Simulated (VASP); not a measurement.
A run of VASP 6.6.1:

INCAR

```
PREC = Accurate ; ENCUT = 520
EDIFF = 1E-7 ; ISMEAR = 0
SIGMA = 0.1 ; LREAL = False
LASPH = True ; NELM = 60
ALGO = Normal ; ISIF = 2
LWAVE = False ; LCHARG = True
LDIPOL = True ; IDIPOL = 3
DIPOL = 0.5 0.5 0.500 ; GGA = PS
LELF = True ; LVHAR = True
LVACPOTAV = True ; NBANDS = 36
```

File KPOINTS:

```
Automatic mesh
0
Gamma
  12 12 1
```

File POSCAR:

```
Ag
1.0
    2.8687411794      0.0000000000      0.0000000000
   -1.4343705897      2.4844027382      0.0000000000
    0.0000000000      0.0000000000     24.3576542219
Ag
5
Direct
    0.0000000000      0.0000000000      0.3079114241
    0.6666666667      0.3333333333      0.4038969264
    0.3333333333      0.6666666667      0.4998824287
    0.6666666667      0.3333333333      0.5961030736
    0.3333333333      0.6666666667      0.6920885759
```

Potentials or basis: VASP PAW PBE potentials, release 64 (Ag).

Command:

```console
$ cat potpaw_PBE.64/Ag/POTCAR > POTCAR
$ mpirun -np 1 vasp_std > vasp.out
```

Hardware: 1 thread of Intel(R) Xeon(R) 6975P-C (Granite Rapids) (shared host).

Question: How long does it take, and how much memory?

Answer: Run time: 120 s on 1 thread of Intel(R) Xeon(R) 6975P-C (Granite Rapids), with other jobs on the host, peak memory 0.35 GiB. Counts: scf iterations 29, k points 19.
